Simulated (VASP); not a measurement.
A run of VASP 6.6.1 is set up as follows.

INCAR

```
SYSTEM = KCdCO3F
PREC = Accurate
ENCUT = 700
EDIFF = 1E-6
ISMEAR = 0
SIGMA = 0.02
LREAL = .FALSE.
LASPH = .TRUE.
NELM = 120
ALGO = Normal
ISIF = 2
LWAVE = .FALSE.
LCHARG = .TRUE.
LELF = .TRUE.
LVHAR = .TRUE.
NBANDS = 38
GGA_COMPAT = .FALSE.
```

KPOINTS

```
Automatic mesh
0
G
  6 6 6
  0 0 0
```

The input POSCAR:

```
KCdCO3F
1.0
    4.9541515019      0.0000000000      0.0000000000
   -2.4770757510      4.2904210548      0.0000000000
    0.0000000000      0.0000000000      4.3307400015
K Cd C O F
1 1 1 3 1
Direct
    0.0000000000      0.0000000000      0.0000000000
    0.6666666667      0.3333333333      0.5000000000
    0.3333333333      0.6666666667      0.5000000000
    0.1843778102      0.3687556203      0.5000000000
    0.1843778102      0.8156221898      0.5000000000
    0.6312443797      0.8156221898      0.5000000000
    0.6666666667      0.3333333333      0.0000000000
```

Potentials or basis: VASP PAW LDA potentials, release 64 (K_sv, Cd_sv_GW, C, O, F).

Command:

```bash
$ cat potpaw_LDA.64/K_sv/POTCAR potpaw_LDA.64/Cd_sv_GW/POTCAR potpaw_LDA.64/C/POTCAR potpaw_LDA.64/O/POTCAR potpaw_LDA.64/F/POTCAR > POTCAR
$ mpirun -np 1 vasp_std > vasp.out
```

Question: What does it give for the band gap on the k mesh?

Answer: 2.06 eV (least direct gap 2.07 eV).

Question: Estimate the pressure.

Answer: 0.6 GPa.

Question: What does it give for the largest force?

Answer: 0.343 eV/Å.

Stress tensor (GPa, compression positive):
```
 0.99  0.00  0.00
 0.00  0.99  0.00
 0.00  0.00 -0.07
```

A k mesh can miss the band edges.
